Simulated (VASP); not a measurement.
System: LiH, a slab with vacuum.

```xyz
2
Lattice="3.0876 0.0000 0.0000 -1.5438 2.6739 0.0000 0.0000 0.0000 24.6000" Properties=species:S:1:pos:R:3 pbc="T T T"
Li    0.0000    1.7826    8.2000
H     1.5438    0.8913    8.2000
```

Base run:

| Quantity | Value |
| --- | --- |
| Program | VASP 6.6.1 |
| Functional | PBE0 |
| Potentials or basis | VASP PAW PBE potentials, release 64 (Li_sv, H) |
| Cutoff | 650 eV |
| k mesh | 6 × 6 × 1 |
| Occupations | gaussian, width 0.01 eV |
| Spin | no spin polarisation |

Its results: band gap on the k mesh 5.20 eV (least direct gap 7.32 eV).

Q: The run is repeated on the same cell with these changes: functional from PBE0 to HSE06. What comes out?

A: Band gap on the k mesh 4.48 eV (least direct gap 6.56 eV).

A k mesh can miss the band edges.
